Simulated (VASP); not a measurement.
Set up this calculation in VASP 6.6.1, as the native input.

```
Task                   : single point
Functional             : PBE
Potentials or basis    : VASP PAW PBE potentials, release 64 (Zn, O)
Cutoff                 : 520 eV
k mesh                 : 4 × 4 × 4
Occupations            : gaussian, width 0.1 eV
Spin                   : no spin polarisation
Dipole correction      : no
Further INCAR settings : ALGO = Normal; EDIFF = 1e-06; NBANDS = 66
```

The structure of ZnO lies in POSCAR:

```
ZnO
1.0
   -2.8654131000      2.8654131000      2.8654131000
    2.8654131000     -2.8654131000      2.8654131000
    2.8654131000      2.8654131000     -2.8654131000
Zn O
6 6
Direct
    0.1250000000      0.7500000000      0.8750000000
    0.6250000000      0.3750000000      0.2500000000
    0.7500000000      0.8750000000      0.1250000000
    0.8750000000      0.1250000000      0.7500000000
    0.3750000000      0.2500000000      0.6250000000
    0.2500000000      0.6250000000      0.3750000000
    0.7500000000      0.3750000000      0.6250000000
    0.1250000000      0.8750000000      0.2500000000
    0.2500000000      0.1250000000      0.8750000000
    0.3750000000      0.6250000000      0.7500000000
    0.8750000000      0.2500000000      0.1250000000
    0.6250000000      0.7500000000      0.3750000000
```

The cell was built from a structure type or drawn by symmetry, and may not be a known phase.

These files were run (other wordings do the same):

INCAR

```
PREC = Accurate ; ENCUT = 520
EDIFF = 1E-6 ; ISMEAR = 0
SIGMA = 0.1 ; LREAL = False
LASPH = True ; NELM = 80
ALGO = Normal ; ISIF = 2
LWAVE = False ; LCHARG = False
GGA = PE ; NBANDS = 66
```

KPOINTS

```
regular mesh
0
Gamma
  4 4 4
```

Potentials or basis: VASP PAW PBE potentials, release 64 (Zn, O).

Launch:

```console
$ cat potpaw_PBE.64/Zn/POTCAR potpaw_PBE.64/O/POTCAR > POTCAR
$ mpirun -np 1 vasp_std > vasp.out
```

Results of the run:

The pressure is 141.5 GPa and the band gap on the k mesh is 1.39 eV.

Caveat: the cell stands under pressure.

Run time: 32 s on 1 thread of Intel(R) Xeon(R) 6975P-C (Granite Rapids), on a shared host, peak memory 0.23 GiB.
